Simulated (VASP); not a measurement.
# InSb in VASP: further runs

InSb is run at these levels: PBE; tasks: single point.

Program: VASP 6.6.1. These are calculated values, not measurements. Logs are shortened: lines on timing, memory, paths and dates and some standing lists are left out, and cuts for length are marked.

### 1 The cell of the first run

The structure is tetragonal, space group I-4m2 (No. 119). Conventional cell: a = 4.627 Å, b = 4.627 Å, c = 6.478 Å, α = 90.00°, β = 90.00°, γ = 90.00°. In (site symmetry -4m2) has 4 Sb at 2.82 Å within 3.7 Å. Sb (site symmetry -4m2) has 4 In at 2.82 Å within 3.7 Å.

### 2 Single point, PBE (x and y stretched by +1 %, z held)

Contents of INCAR:

```
ALGO = Normal
EDIFF = 1E-7
ENCUT = 520
GGA = PE
ISIF = 2
ISMEAR = -1
LASPH = T
LCHARG = T
LELF = T
LREAL = F
LVHAR = T
LWAVE = F
NBANDS = 16
NELM = 80
PREC = Accurate
SIGMA = 0.05
```

Contents of KPOINTS:

```
k-points
0
Gamma
  9 9 9
```

Contents of POSCAR:

```
InSb
1.0
    0.0000000000      3.2714910000      3.2391000000
    3.2714910000      0.0000000000      3.2391000000
    3.2714910000      3.2714910000      0.0000000000
In Sb
1 1
Direct
    0.0000000000      0.0000000000      0.0000000000
    0.7500000000      0.7500000000      0.7500000000
```

Potentials or basis: VASP PAW PBE potentials, release 64 (In_d, Sb).

Run with:

```sh
cat potpaw_PBE.64/In_d/POTCAR potpaw_PBE.64/Sb/POTCAR > POTCAR
mpirun -np 1 vasp_std > vasp.out
```

OUTCAR:

```text
EDIFF = 1E-7
   ENCUT = 520
   GGA = PE
   ISIF = 2
   ISMEAR = -1
   LASPH = T
   LREAL = F
   NELM = 80
   PREC = Accurate

 ion  position               nearest neighbor table
   1  0.000  0.000  0.000-   2 2.82   2 2.82   2 2.82   2 2.82
   2  0.750  0.750  0.750-   1 2.82   1 2.82   1 2.82   1 2.82

  LATTYP: Found a body centered tetragonal cell.
 ALAT       =     4.6265869414
 C/A-ratio  =     1.4002114479

  Lattice vectors:

 A1 = (   0.0000000000,  -3.2714910000,  -3.2391000000)
 A2 = (   0.0000000000,   3.2714910000,  -3.2391000000)
 A3 = (   3.2714910000,   0.0000000000,   3.2391000000)

Analysis of symmetry for initial positions (statically):
=====================================================================
 Subroutine PRICEL returns:
 Original cell was already a primitive cell.

 Routine SETGRP: Setting up the symmetry group for a
 body centered tetragonal supercell.

 Subroutine GETGRP returns: Found  8 space group operations
 (whereof  8 operations were pure point group operations)
 out of a pool of 16 trial point group operations.

The static configuration has the point symmetry D_2d.

Analysis of symmetry for dynamics (positions and initial velocities):
=====================================================================
 Subroutine PRICEL returns:
 Original cell was already a primitive cell.

 Routine SETGRP: Setting up the symmetry group for a
 body centered tetragonal supercell.

 Subroutine GETGRP returns: Found  8 space group operations
 (whereof  8 operations were pure point group operations)
 out of a pool of 16 trial point group operations.

The dynamic configuration has the point symmetry D_2d.

 Subroutine INISYM returns: Found  8 space group operations
 (whereof  8 operations are pure point group operations),
 and found     1 'primitive' translations

----------------------------------------------------------------------------------------

                                     Primitive cell

  volume of cell :      69.3339

  direct lattice vectors                    reciprocal lattice vectors
     0.000000000  3.271491000  3.239100000    -0.152835511  0.152835511  0.154363867
     3.271491000  0.000000000  3.239100000     0.152835511 -0.152835511  0.154363867
[... 74 lines left out ...]
   NGXF,Y,Z  is equivalent  to a cutoff of  26.00, 26.00, 25.87 a.u.
 SYSTEM =  unknown system
   PREC   = accura    normal or accurate (medium, high low for compatibility)
   ISTART =      0    job   : 0-new  1-cont  2-samecut
   ICHARG =      2    charge: 1-file 2-atom 10-const
   ISPIN  =      1    spin polarized calculation?
   LNONCOLLINEAR =      F non collinear calculations
   LSORBIT =      F    spin-orbit coupling
   LASPH  =      T    aspherical Exc in radial PAW
   ENCUT  =  520.0 eV  38.22 Ry    6.18 a.u.   8.56  8.56  8.60*2*pi/ulx,y,z
   NELM   =     80;   NELMIN=  2; NELMDL= -5     # of ELM steps
   EDIFF  = 0.1E-06   stopping-criterion for ELM
   LREAL  =      F    real-space projection
   EDIFFG = 0.1E-05   stopping-criterion for IOM
   NSW    =      0    number of steps for IOM
   IBRION =     -1    ionic relax: 0-MD 1-quasi-New 2-CG
   NFREE  =      0    steps in history (QN), initial steepest desc. (CG)
   ISIF   =      2    stress and relaxation
   ISYM   =      2    0-nonsym 1-usesym 2-fastsym
   POTIM  = 0.5000    time-step for ionic-motion
   TEBEG  =    0.0;   TEEND  =   0.0 temperature during run
   PSTRESS=    0.0 pullay stress
   NELECT =      18.0000    total number of electrons
   NUPDOWN=      -1.0000    fix difference up-down
   EMIN   =  10.00;   EMAX   =-10.00  energy-range for DOS
   EFERMI =   0.00;   METHOD = LEGACY
   ISMEAR =    -1;   SIGMA  =   0.05  broadening in eV -4-tet -1-fermi 0-gaus
   EFERMI_NEDOS =   21; number of points for ismear=-14 and -15
   IALGO  =     38    algorithm
   IMIX   =      4    mixing-type and parameters
     AMIX     =   0.40;   BMIX     =  1.00
     AMIX_MAG =   1.60;   BMIX_MAG =  1.00
  volume/ion in A,a.u.               =      34.67       233.94
  Fermi-wavevector in a.u.,A,eV,Ry     =   1.044360  1.973555 14.839720  1.090689
  Thomas-Fermi vector in A             =   2.179110
   LORBIT       =      0    0 simple, 1 ext, 2 COOP (PROOUT), +10 PAW based schemes
   GGA     = PE    functional components
   LHFCALC =     F    Hartree Fock is set to
   AEXX    =    0.0000 exact exchange contribution
   IVDW    =     0    specifies the selected vdW correction
   LEPSILON=     F    determine dielectric tensor
   LRPA    =     F    only Hartree local field effects (RPA)
 non-spin polarized calculation
  energy-cutoff  :      520.00
  volume of cell :       69.33
 maximum number of plane-waves:      1885
 NGX is ok and might be reduce to    36
   NGX = 17   NGY = 17   NGZ = 17

 number of electron      17.9999995 magnetization

 Free energy of the ion-electron system (eV)
  ---------------------------------------------------
  ext. energy  EPLUGINS =         0.00000000
  ---------------------------------------------------
  free energy    TOTEN  =        -6.92704305 eV

  energy without entropy =       -6.92661360  energy(sigma->0) =       -6.92682832

 E-fermi :   4.9607     XC(G=0):  -8.6020

 val. band max:        4.9331579975   @ k =   0.0000   0.0000   0.0000
 cond. band min:       5.4227716837   @ k =   0.4444  -0.0000   0.0000
 fundamental gap:      0.4896136862
 Fermi energy:         4.9607047106

 k-point     1 :       0.0000    0.0000    0.0000
  band No.  band energies     occupation
      1      -9.6647      2.00000
      2      -9.6647      2.00000
      3      -9.6626      2.00000
      4      -9.5850      2.00000
      5      -9.5835      2.00000
      6      -5.6935      2.00000
[... 433 lines left out ...]
      3      -9.6247      2.00000
      4      -9.6028      2.00000
      5      -9.5747      2.00000
      6      -3.8832      2.00000
[... 8 lines left out ...]
     15      14.8782      0.00000
     16      15.5475      0.00000

 [... further k-points ...]
[... 5 lines left out ...]
  --------------------------------------------------------------------------------------
  -------------------------------------------------------------------------------------
  Total        0.8937456      0.8937456      1.0016922      0.0000000      0.0000000      0.0000000
  in kB       20.6527877     20.6527877     23.1472331      0.0000000      0.0000000      0.0000000
  external PRESSURE =      21.4842695 kB  Pullay stress =       0.0000000 kB

 VOLUME and BASIS-vectors are now :
 -----------------------------------------------------------------------------
  energy-cutoff  :      520.00
  volume of cell :       69.33
      direct lattice vectors                 reciprocal lattice vectors
     0.000000000  3.271491000  3.239100000    -0.152835511  0.152835511  0.154363867
     3.271491000  0.000000000  3.239100000     0.152835511 -0.152835511  0.154363867
     3.271491000  3.271491000  0.000000000     0.152835511  0.152835511 -0.154363867

 POSITION                                       TOTAL-FORCE (eV/Angst)
 -----------------------------------------------------------------------------------
      0.00000      0.00000      0.00000         0.000000      0.000000      0.000000
      4.90724      4.90724      4.85865        -0.000000     -0.000000      0.000000
 -----------------------------------------------------------------------------------
    total drift:                                0.000000      0.000000     -0.000000

  FREE ENERGIE OF THE ION-ELECTRON SYSTEM (eV)
  ---------------------------------------------------
  free  energy   TOTEN  =        -6.9270430507 eV

  energy  without entropy=       -6.9266135983  energy(sigma->0) =       -6.92682832
```

Run time: 70 s. Hardware: 1 thread of Intel Xeon Platinum 8259CL at 2.50GHz (Skylake/Cascade Lake), shared host; peak memory 0.26 GiB.

Results:

| Quantity | Value |
| --- | --- |
| Free energy | -6.9270 eV |
| Pressure | 2.1 GPa |

Caveat: the cell differs from its parent crystal (x and y stretched by +1 %, z held); spin-orbit coupling is left out, which moves the levels of the heavy elements.

### 3 Single point, PBE

This run uses another cell than the first one, of 33.98 Å³/atom, 0.980 times its volume.

Contents of INCAR:

```
ALGO = Normal
EDIFF = 1E-6
ENCUT = 520
GGA = PE
ISIF = 2
ISMEAR = -1
LASPH = T
LCHARG = F
LREAL = F
LWAVE = F
NBANDS = 16
NELM = 100
PREC = Accurate
SIGMA = 0.05
```

Contents of KPOINTS:

```
k-points
0
Gamma
  13 13 13
```

Contents of POSCAR:

```
InSb
1.0
    0.0000000000      3.2391000000      3.2391000000
    3.2391000000      0.0000000000      3.2391000000
    3.2391000000      3.2391000000      0.0000000000
In Sb
1 1
Direct
    0.0000000000      0.0000000000      0.0000000000
    0.7500000000      0.7500000000      0.7500000000
```

Potentials or basis: VASP PAW PBE potentials, release 64 (In_d, Sb).

Run with:

```sh
cat potpaw_PBE.64/In_d/POTCAR potpaw_PBE.64/Sb/POTCAR > POTCAR
mpirun -np 1 vasp_std > vasp.out
```

Wall time 64 s (1 thread of Intel Xeon Platinum 8259CL at 2.50GHz (Skylake/Cascade Lake), shared host); peak memory 0.26 GiB.

It converged, with:

| Quantity | Value |
| --- | --- |
| Free energy | -6.9071 eV |
| Pressure | 3.1 GPa |
| Band gap on the k mesh | zero (filled and empty bands touch) |

Levels at points of the mesh, in eV from the Fermi level:
```
           k point  band 6  band 7  band 8  band 9  band 10  band 11  band 12  band 13
(0.00, 0.00, 0.00)  -10.82   -0.29   -0.10   -0.10    -0.10     2.86     2.86     2.86
```

Caveat: spin-orbit coupling is left out, which moves the levels of the heavy elements.

### 4 Single point, PBE (volume scaled by 0.96)

Contents of INCAR:

```
SYSTEM = InSb
PREC = Accurate ; ENCUT = 520
EDIFF = 1E-7 ; ISMEAR = -1
SIGMA = 0.05 ; LREAL = .FALSE.
LASPH = .TRUE. ; NELM = 60
ALGO = Normal ; ISIF = 2
LWAVE = .FALSE. ; LCHARG = .TRUE.
GGA = PE ; LELF = .TRUE.
LVHAR = .TRUE. ; NBANDS = 16
```

Contents of KPOINTS:

```
regular mesh
0
G
  9 9 9
  0 0 0
```

Contents of POSCAR:

```
InSb
1.0
    0.0000000000      3.1953230120      3.1953230120
    3.1953230120      0.0000000000      3.1953230120
    3.1953230120      3.1953230120      0.0000000000
In Sb
1 1
Direct
    0.0000000000      0.0000000000      0.0000000000
    0.7500000000      0.7500000000      0.7500000000
```

Run with:

```sh
cat potpaw_PBE.64/In_d/POTCAR potpaw_PBE.64/Sb/POTCAR > POTCAR
mpirun -np 1 vasp_std > vasp.out
```

Run time: 18 s. Hardware: 1 thread of Intel Xeon 6975P-C (Granite Rapids), shared host; peak memory 0.22 GiB.

The run converged. Its results:

```yaml
Free_energy: -6.8325 eV
Pressure: 5.4 GPa
```

Levels at points of the mesh, in eV from the Fermi level:
| k point | band 7 | band 8 | band 9 | band 10 | band 11 | band 12 |
| --- | --- | --- | --- | --- | --- | --- |
| (0.00, 0.00, 0.00) | -0.08 | -0.08 | -0.08 | -0.03 | 2.87 | 2.87 |

Caveat: the cell differs from its parent crystal (volume scaled by 0.96); spin-orbit coupling is left out, which moves the levels of the heavy elements.

### 5 Single point, PBE (volume scaled by 0.98)

Contents of INCAR:

```
PREC = Accurate
ENCUT = 520
EDIFF = 1E-6
ISMEAR = -1
SIGMA = 0.05
LREAL = False
LASPH = True
NELM = 80
ALGO = Normal
ISIF = 2
LWAVE = False
LCHARG = False
GGA = PE
NBANDS = 16
```

Contents of KPOINTS:

```
Automatic mesh
0
Gamma
  9 9 9
```

Contents of POSCAR:

```
InSb
1.0
    0.0000000000      3.2173604188      3.2173604188
    3.2173604188      0.0000000000      3.2173604188
    3.2173604188      3.2173604188      0.0000000000
In Sb
1 1
Direct
    0.0000000000      0.0000000000      0.0000000000
    0.7500000000      0.7500000000      0.7500000000
```

Run with:

```sh
cat potpaw_PBE.64/In_d/POTCAR potpaw_PBE.64/Sb/POTCAR > POTCAR
mpirun -np 1 vasp_std > vasp.out
```

Run time: 16 s. Hardware: 1 thread of Intel Xeon 6975P-C (Granite Rapids), shared host; peak memory 0.22 GiB.

The run converged. Its results:

```
Free energy            : -6.8735 eV
Pressure               : 4.2 GPa
Band gap on the k mesh : zero (filled and empty bands touch)
```

Levels at points of the mesh, in eV from the Fermi level:
| k point | band 7 | band 8 | band 9 | band 10 | band 11 | band 12 |
| --- | --- | --- | --- | --- | --- | --- |
| (0.00, 0.00, 0.00) | -0.13 | -0.06 | -0.06 | -0.06 | 2.90 | 2.90 |

Caveat: the cell differs from its parent crystal (volume scaled by 0.98); spin-orbit coupling is left out, which moves the levels of the heavy elements.

### 6 The runs side by side

| cell | k mesh | gap on the mesh (eV) | pressure (GPa) |
| --- | --- | --- | --- |
| a = 4.604, b = 4.604, c = 4.627 Å, angles 59.8, 59.8, 60.3°, 2 atoms | 9 × 9 × 9 | - | 2.1 |
| a = 4.581 Å, angles 60.0°, 2 atoms | 13 × 13 × 13 | none | 3.1 |
| a = 4.519 Å, angles 60.0°, 2 atoms | 9 × 9 × 9 | - | 5.4 |
| a = 4.550 Å, angles 60.0°, 2 atoms | 9 × 9 × 9 | none | 4.2 |

Alike in all rows: task single point; level PBE; potentials or basis VASP PAW PBE potentials, release 64 (In_d, Sb); no spin polarisation; cutoff (eV) 520; smearing fermi-dirac 0.05 eV.

Caveats: spin-orbit coupling is left out, which moves the levels of the heavy elements.

Absolute energies hang on the potentials; compare differences alone.
